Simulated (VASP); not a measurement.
Set up this calculation in VASP 6.6.1, as the native input.

| Property | Result |
| --- | --- |
| Task | relaxation of cell and atoms |
| Functional | PBEsol |
| Potentials or basis | VASP PAW PBE potentials, release 64 (Au) |
| Cutoff | 500 eV |
| k mesh | 20 × 20 × 20 |
| Occupations | gaussian, width 0.05 eV |
| Spin | no spin polarisation |
| Dipole correction | no |
| Further INCAR settings | ALGO = Normal; EDIFF = 1e-07; IBRION = 2; EDIFFG = -0.02; NSW = 60; ISIF = 3 |

The structure of Au lies in POSCAR:

```
Au
1.0
   -1.6150000000      1.6150000000      1.6150000000
    1.6150000000     -1.6150000000      1.6150000000
    1.6150000000      1.6150000000     -1.6150000000
Au
1
Direct
    0.0000000000      0.0000000000      0.0000000000
```

This isn't the form of Au at room conditions, which is fcc.

The input as run:

INCAR

```
PREC = Accurate
ENCUT = 500
EDIFF = 1E-7
ISMEAR = 0
SIGMA = 0.05
LREAL = F
LASPH = T
NELM = 120
ALGO = Normal
ISIF = 3
LWAVE = F
LCHARG = F
GGA = PS
IBRION = 2
NSW = 60
EDIFFG = -0.02
GGA_COMPAT = F
NELMIN = 4
```

KPOINTS

```
regular mesh
0
Gamma
  20 20 20
```

Potentials or basis: VASP PAW PBE potentials, release 64 (Au).

The run is started by

```sh
$ cat potpaw_PBE.64/Au/POTCAR > POTCAR
$ mpirun -np 1 vasp_std > vasp.out
```

It gave:

The relaxed volume is 17.02 Å³/atom, the relaxed cell is a = 2.807 Å, b = 2.807 Å, c = 2.807 Å, α = 109.47°, β = 109.47°, γ = 109.47° and the space group after relaxing (to 0.1 Å) is Im-3m (No. 229). The energy gained by relaxing is 1.0 meV/atom. The ionic steps are 3, the pressure after relaxing is 0.0 GPa and the band gap on the k mesh is zero (an odd number of electrons rules out a gap without spin polarisation).

Caveat: the PAW data sets were made with another functional, which shifts forces and pressure a little; spin-orbit coupling is left out, which moves the levels of the heavy elements.

It took 91 s on 1 thread of Intel Xeon 8259CL, on a shared host, peak memory 0.17 GiB.
